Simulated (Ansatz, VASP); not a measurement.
**Sr2CaZnC6N6 in VASP and in Ansatz**

```
CELL_PARAMETERS angstrom
0.00000 5.84145 5.84145
5.84145 0.00000 5.84145
5.84145 5.84145 0.00000
ATOMIC_POSITIONS crystal
Sr 0.25000 0.25000 0.25000
Sr 0.75000 0.75000 0.75000
Ca 0.00000 0.00000 0.00000
Zn 0.50000 0.50000 0.50000
C 0.78268 0.21732 0.21732
C 0.21732 0.78268 0.21732
C 0.21732 0.21732 0.78268
C 0.21732 0.78268 0.78268
C 0.78268 0.21732 0.78268
C 0.78268 0.78268 0.21732
N 0.68233 0.31767 0.31767
N 0.31767 0.68233 0.31767
N 0.31767 0.31767 0.68233
N 0.31767 0.68233 0.68233
N 0.68233 0.31767 0.68233
N 0.68233 0.68233 0.31767
```

Alike in both runs: functional PBE; k mesh 4 × 4 × 4; occupations gaussian, width 0.1 eV; no spin polarisation.

Ansatz relaxed the structure, and its values are those at the end. VASP's run is a single point on that final structure, the one shown.

|  | VASP | Ansatz |
| --- | --- | --- |
| version | VASP 6.6.1 | Ansatz 0.2.0 |
| potentials or method | VASP PAW PBE potentials, release 64 (Sr_sv, Ca_sv, Zn, C, N), cutoff 520 eV | scalar-relativistic, plane waves, PAW |
| valence electrons in the cell | 96 | 96 |

```csv
,VASP,Ansatz,Ansatz less VASP
gap on the k mesh at the Fermi level (eV),none,none,-
pressure (GPa),0.3,0.0,-0.35
rms of the force components (eV/Å),0.185,0.007,-0.1774
```

A gap of «none» marks a metal or a gap that the smearing closes. One of these differences is far larger than is usual between the two programs; its cause wasn't traced.

Noted on VASP's run: the standard files for N, O and F lose accuracy on very short bonds.
